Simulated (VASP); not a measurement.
Runs of VASP 6.6.1 on Sn. The structure is that of space group I4_1/amd (No. 141), or close to it. The cells are those of the table. 

```tsv
task	cell	gap on the mesh (eV)	pressure (GPa)
electric field gradients	a = 4.360 Å, angles 97.4, 97.4, 137.8°, 2 atoms	none	5.3
single point	a = 4.403 Å, angles 97.1, 97.1, 139.0°, 2 atoms	none	(a)
single point	a = 4.343 Å, angles 97.7, 97.7, 137.0°, 2 atoms	none	5.3
electric field gradients	a = 4.478 Å, angles 97.4, 97.4, 137.8°, 2 atoms	none	0.5
electric field gradients	a = 4.506 Å, angles 97.4, 97.4, 137.8°, 2 atoms	none	-0.5
```

Alike in all rows: level PBE; potentials or basis VASP PAW PBE potentials, release 64 (Sn_d); no spin polarisation; k mesh 15 × 15 × 15; cutoff (eV) 520; smearing fermi-dirac 0.05 eV.

**Question.** Fill in the values left out.

**Answer.** (a) 4.6.

Caveats: spin-orbit coupling is left out, which moves the levels of the heavy elements.

A k mesh can miss the band edges, and the runs leave out spin-orbit coupling on Sn.

A gap of «none» marks levels without a gap at the run's occupations.
